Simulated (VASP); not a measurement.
# TiO2 (P-3m1) in VASP: notebook

Aim: see how the results for TiO2 move with the level of theory and the settings. Levels: PBEsol, r2SCAN+rVV10. Tasks: single point.

All numbers are computed with VASP 6.6.1; they aren't measurements. Logs are shortened: lines on timing, memory, paths and dates and some standing lists are left out, and cuts for length are marked.

### Step 1. The cell of the first run

Symmetry: P-3m1, No. 164, trigonal system. The conventional cell has a = 2.851 Å, b = 2.851 Å, c = 10.362 Å, α = 90.00°, β = 90.00°, γ = 120.00°. Within 2.6 Å of Ti (site symmetry 3m) lie 6 O at 1.99 Å. Within 2.6 Å of O (site symmetry 3m) lie 3 Ti at 1.99 Å and 1 O at 2.24 Å. O (site symmetry 3m) has 3 Ti at 1.99 Å and 1 O at 2.24 Å within 2.6 Å.

### Step 2. Single point, PBEsol

File INCAR:

```
SYSTEM = TiO2
ALGO = Normal ; EDIFF = 1E-6
ENCUT = 520 ; GGA = PS
ISIF = 2 ; ISMEAR = -1
LASPH = .TRUE. ; LCHARG = .TRUE.
LELF = .TRUE. ; LREAL = .FALSE.
LVHAR = .TRUE. ; LWAVE = .FALSE.
NBANDS = 33 ; NELM = 100
PREC = Accurate ; SIGMA = 0.03
```

File KPOINTS:

```
k-points
0
G
  9 9 2
  0 0 0
```

File POSCAR:

```
TiO2
1.0
    2.8514859235     -0.0000000036      0.0000000000
   -1.4257429586      2.4694592501      0.0000000000
    0.0000000000      0.0000000000     10.3615647554
Ti O
2 4
Direct
    0.6666666667      0.3333333333      0.2496698332
    0.3333333333      0.6666666667      0.7503301668
    0.3333333333      0.6666666667      0.3576542843
    0.6666666667      0.3333333333      0.8583139557
    0.3333333333      0.6666666667      0.1416860443
    0.6666666667      0.3333333333      0.6423457157
```

Potentials or basis: VASP PAW PBE potentials, release 64 (Ti_sv, O).

Started as:

```sh
$ cat potpaw_PBE.64/Ti_sv/POTCAR potpaw_PBE.64/O/POTCAR > POTCAR
$ mpirun -np 1 vasp_std > vasp.out
```

OUTCAR:

```text
SYSTEM = TiO2
   EDIFF = 1E-6
   ENCUT = 520
   GGA = PS
   ISIF = 2
   ISMEAR = -1
   LASPH = .TRUE.
   LREAL = .FALSE.
   NELM = 100
   PREC = Accurate

 ion  position               nearest neighbor table
   1  0.667  0.333  0.250-   5 1.99   5 1.99   5 1.99   3 1.99   3 1.99   3 1.99
   2  0.333  0.667  0.750-   4 1.99   4 1.99   4 1.99   6 1.99   6 1.99   6 1.99
   3  0.333  0.667  0.358-   1 1.99   1 1.99   1 1.99
   4  0.667  0.333  0.858-   2 1.99   2 1.99   2 1.99
   5  0.333  0.667  0.142-   1 1.99   1 1.99   1 1.99
   6  0.667  0.333  0.642-   2 1.99   2 1.99   2 1.99

  LATTYP: Found a hexagonal cell.
 ALAT       =     2.8514859235
 C/A-ratio  =     3.6337422079

  Lattice vectors:

 A1 = (   2.8514859235,  -0.0000000036,   0.0000000000)
 A2 = (  -1.4257429586,   2.4694592501,   0.0000000000)
 A3 = (   0.0000000000,   0.0000000000,  10.3615647554)

Analysis of symmetry for initial positions (statically):
=====================================================================
 Subroutine PRICEL returns:
 Original cell was already a primitive cell.

 Routine SETGRP: Setting up the symmetry group for a
 hexagonal supercell.

 Subroutine GETGRP returns: Found 12 space group operations
 (whereof 12 operations were pure point group operations)
 out of a pool of 24 trial point group operations.

The static configuration has the point symmetry D_3d.

Analysis of symmetry for dynamics (positions and initial velocities):
=====================================================================
 Subroutine PRICEL returns:
 Original cell was already a primitive cell.

 Routine SETGRP: Setting up the symmetry group for a
 hexagonal supercell.

 Subroutine GETGRP returns: Found 12 space group operations
 (whereof 12 operations were pure point group operations)
 out of a pool of 24 trial point group operations.

The dynamic configuration has the point symmetry D_3d.

 Subroutine INISYM returns: Found 12 space group operations
 (whereof 12 operations are pure point group operations),
 and found     1 'primitive' translations

----------------------------------------------------------------------------------------

                                     Primitive cell

  volume of cell :      72.9623

  direct lattice vectors                    reciprocal lattice vectors
     2.851485923 -0.000000004  0.000000000     0.350694349  0.202473476  0.000000000
    -1.425742959  2.469459250  0.000000000     0.000000001  0.404946954  0.000000000
     0.000000000  0.000000000 10.361564755     0.000000000  0.000000000  0.096510520

  length of vectors
     2.851485923  2.851485923 10.361564755     0.404946954  0.404946954  0.096510520

  position of ions in fractional coordinates (direct lattice)
     0.666666667  0.333333333  0.249669833
     0.333333333  0.666666667  0.750330167
     0.333333333  0.666666667  0.357654284
     0.666666667  0.333333333  0.858313956
     0.333333333  0.666666667  0.141686044
     0.666666667  0.333333333  0.642345716

  ion indices of the primitive-cell ions
   primitive index   ion index
                 1           1
                 2           2
                 3           3
                 4           4
                 5           5
                 6           6

----------------------------------------------------------------------------------------

 KPOINTS: k-points

Automatic generation of k-mesh.
 Grid dimensions read from file:
 generate k-points for:    9    9    2

 Generating k-lattice:

  Cartesian coordinates                     Fractional coordinates (reciprocal lattice)
     0.038966039  0.022497053  0.000000000     0.111111111  0.000000000  0.000000000
     0.000000000  0.044994106  0.000000000     0.000000000  0.111111111  0.000000000
     0.000000000  0.000000000  0.048255260     0.000000000  0.000000000  0.500000000

  Length of vectors
     0.044994106  0.044994106  0.048255260

  Shift w.r.t. Gamma in fractional coordinates (k-lattice)
     0.000000000  0.000000000  0.000000000

 Subroutine IBZKPT returns following result:
 ===========================================

 Found     24 irreducible k-points:

 Following reciprocal coordinates:
            Coordinates               Weight
  0.000000  0.000000  0.000000      1.000000
  0.111111  0.000000  0.000000      6.000000
  0.222222  0.000000  0.000000      6.000000
  0.333333  0.000000  0.000000      6.000000
  0.444444  0.000000  0.000000      6.000000
  0.111111  0.111111  0.000000      6.000000
[... 16 lines left out ...]
  0.333333  0.222222  0.500000     12.000000
  0.333333  0.333333  0.500000      2.000000
   k-points           NKPTS =     24   k-points in BZ     NKDIM =     24   number of bands    NBANDS=     33
   number of dos      NEDOS =    301   number of ions     NIONS =      6
   total plane-waves  NPLWV =  46080
   dimension x,y,z NGX =    24 NGY =   24 NGZ =   80
   dimension x,y,z NGXF=    48 NGYF=   48 NGZF=  160
   ions per type =               2   4
   NGX,Y,Z   is equivalent  to a cutoff of  13.99, 13.99, 12.84 a.u.
   NGXF,Y,Z  is equivalent  to a cutoff of  27.98, 27.98, 25.67 a.u.
 SYSTEM =  TiO2
   PREC   = accura    normal or accurate (medium, high low for compatibility)
   ISTART =      0    job   : 0-new  1-cont  2-samecut
   ICHARG =      2    charge: 1-file 2-atom 10-const
   ISPIN  =      1    spin polarized calculation?
   LNONCOLLINEAR =      F non collinear calculations
   LSORBIT =      F    spin-orbit coupling
   LASPH  =      T    aspherical Exc in radial PAW
   ENCUT  =  520.0 eV  38.22 Ry    6.18 a.u.   5.30  5.30 19.27*2*pi/ulx,y,z
   NELM   =    100;   NELMIN=  2; NELMDL= -5     # of ELM steps
   EDIFF  = 0.1E-05   stopping-criterion for ELM
   LREAL  =      F    real-space projection
   EDIFFG = 0.1E-04   stopping-criterion for IOM
   NSW    =      0    number of steps for IOM
   IBRION =     -1    ionic relax: 0-MD 1-quasi-New 2-CG
   NFREE  =      0    steps in history (QN), initial steepest desc. (CG)
   ISIF   =      2    stress and relaxation
   ISYM   =      2    0-nonsym 1-usesym 2-fastsym
   POTIM  = 0.5000    time-step for ionic-motion
   TEBEG  =    0.0;   TEEND  =   0.0 temperature during run
   PSTRESS=    0.0 pullay stress
   NELECT =      48.0000    total number of electrons
   NUPDOWN=      -1.0000    fix difference up-down
   EMIN   =  10.00;   EMAX   =-10.00  energy-range for DOS
   EFERMI =   0.00;   METHOD = LEGACY
   ISMEAR =    -1;   SIGMA  =   0.03  broadening in eV -4-tet -1-fermi 0-gaus
   EFERMI_NEDOS =   21; number of points for ismear=-14 and -15
   IALGO  =     38    algorithm
   IMIX   =      4    mixing-type and parameters
     AMIX     =   0.40;   BMIX     =  1.00
     AMIX_MAG =   1.60;   BMIX_MAG =  1.00
  volume/ion in A,a.u.               =      12.16        82.06
  Fermi-wavevector in a.u.,A,eV,Ry     =   1.423822  2.690634 27.582679  2.027270
  Thomas-Fermi vector in A             =   2.544379
   LORBIT       =      0    0 simple, 1 ext, 2 COOP (PROOUT), +10 PAW based schemes
   GGA     = PS    functional components
   LHFCALC =     F    Hartree Fock is set to
   AEXX    =    0.0000 exact exchange contribution
   IVDW    =     0    specifies the selected vdW correction
   LEPSILON=     F    determine dielectric tensor
   LRPA    =     F    only Hartree local field effects (RPA)
 non-spin polarized calculation
  energy-cutoff  :      520.00
  volume of cell :       72.96
 maximum number of plane-waves:      1988
 NGX is ok and might be reduce to    24
   NGX = 11   NGY = 11   NGZ = 39

 number of electron      48.0000004 magnetization

 Free energy of the ion-electron system (eV)
  ---------------------------------------------------
  ext. energy  EPLUGINS =         0.00000000
  ---------------------------------------------------
  free energy    TOTEN  =       -52.58824902 eV

  energy without entropy =      -52.58824892  energy(sigma->0) =      -52.58824897

 E-fermi :   3.3039     XC(G=0): -10.4557

 val. band max:        2.8828288471   @ k =   0.1111   0.0000   0.0000
 cond. band min:       3.7427536879   @ k =   0.2222   0.2222   0.0000
 fundamental gap:      0.8599248408
 Fermi energy:         3.3038853580

 k-point     1 :       0.0000    0.0000    0.0000
  band No.  band energies     occupation
      1     -53.8747      2.00000
      2     -53.8747      2.00000
      3     -30.1888      2.00000
      4     -30.1882      2.00000
      5     -29.9292      2.00000
      6     -29.9292      2.00000
[... 25 lines left out ...]
     32       6.9281      0.00000
     33       6.9534      0.00000

 k-point     2 :       0.1111    0.0000    0.0000
  band No.  band energies     occupation
      1     -53.8607      2.00000
      2     -53.8607      2.00000
      3     -30.1651      2.00000
      4     -30.1645      2.00000
      5     -30.0297      2.00000
      6     -30.0297      2.00000
[... 25 lines left out ...]
     32       7.1450      0.00000
     33       7.1641      0.00000

 k-point     3 :       0.2222    0.0000    0.0000
  band No.  band energies     occupation
      1     -53.8250      2.00000
      2     -53.8250      2.00000
      3     -30.2776      2.00000
      4     -30.2775      2.00000
      5     -30.1045      2.00000
      6     -30.1040      2.00000
[... 25 lines left out ...]
     32       7.3015      0.00000
     33       7.6676      0.00000

 k-point     4 :       0.3333    0.0000    0.0000
  band No.  band energies     occupation
      1     -53.7840      2.00000
      2     -53.7840      2.00000
      3     -30.5488      2.00000
      4     -30.5488      2.00000
      5     -30.0516      2.00000
      6     -30.0516      2.00000
[... 673 lines left out ...]
     32       7.3388      0.00000
     33       8.5130      0.00000

 k-point    23 :       0.3333    0.2222    0.5000
  band No.  band energies     occupation
      1     -53.7453      2.00000
      2     -53.7453      2.00000
      3     -30.6330      2.00000
      4     -30.6330      2.00000
      5     -30.2768      2.00000
      6     -30.2768      2.00000
[... 25 lines left out ...]
     32       7.6083      0.00000
     33       8.7033      0.00000

 k-point    24 :       0.3333    0.3333    0.5000
  band No.  band energies     occupation
      1     -53.7382      2.00000
      2     -53.7382      2.00000
      3     -30.5826      2.00000
      4     -30.5826      2.00000
      5     -30.3862      2.00000
      6     -30.3861      2.00000
[... 25 lines left out ...]
     32       7.7356      0.00000
     33       8.7658      0.00000

------------------------ aborting loop because EDIFF is reached ----------------------------------------

  FORCE on cell =-STRESS in cart. coord.  units (eV):
  Direction    XX          YY          ZZ          XY          YZ          ZX
  --------------------------------------------------------------------------------------
  -------------------------------------------------------------------------------------
  Total        0.3479870      0.3479870      0.2556951      0.0000000      0.0000000      0.0000000
  in kB        7.6414391      7.6414391      5.6148032      0.0000000      0.0000000      0.0000000
  external PRESSURE =       6.9658938 kB  Pullay stress =       0.0000000 kB

 VOLUME and BASIS-vectors are now :
 -----------------------------------------------------------------------------
  energy-cutoff  :      520.00
  volume of cell :       72.96
      direct lattice vectors                 reciprocal lattice vectors
     2.851485923 -0.000000004  0.000000000     0.350694349  0.202473476  0.000000000
    -1.425742959  2.469459250  0.000000000     0.000000001  0.404946954  0.000000000
     0.000000000  0.000000000 10.361564755     0.000000000  0.000000000  0.096510520

 POSITION                                       TOTAL-FORCE (eV/Angst)
 -----------------------------------------------------------------------------------
      1.42574      0.82315      2.58697         0.000000      0.000000      0.000079
      0.00000      1.64631      7.77459        -0.000000     -0.000000     -0.000079
      0.00000      1.64631      3.70586        -0.000000     -0.000000      0.070124
      1.42574      0.82315      8.89348        -0.000000      0.000000      0.069550
      0.00000      1.64631      1.46809         0.000000     -0.000000     -0.069550
      1.42574      0.82315      6.65571        -0.000000      0.000000     -0.070124
 -----------------------------------------------------------------------------------
    total drift:                               -0.000000      0.000000     -0.000000

  FREE ENERGIE OF THE ION-ELECTRON SYSTEM (eV)
  ---------------------------------------------------
  free  energy   TOTEN  =       -52.5882490157 eV

  energy  without entropy=      -52.5882489230  energy(sigma->0) =      -52.58824897
```

It took 34 s on 1 thread of Intel Xeon 6975P-C (Granite Rapids), shared host; peak memory 0.22 GiB.

Results:

```yaml
Free_energy: -52.5882 eV
Pressure: 0.7 GPa
Largest_force: 0.070 eV/Å
Band_gap_on_the_k_mesh: 0.86 eV (least direct gap 1.25 eV)
```

Forces on the atoms (eV/Å):
```
Ti   0.000  0.000  0.000
Ti   0.000  0.000  0.000
O    0.000  0.000  0.070
O    0.000  0.000  0.070
O    0.000  0.000 -0.070
O    0.000  0.000 -0.070
```

Caveat: the PAW data sets were made with another functional, which shifts forces and pressure a little. A k mesh can miss the band edges.

(Continued in part 2 of 2.)
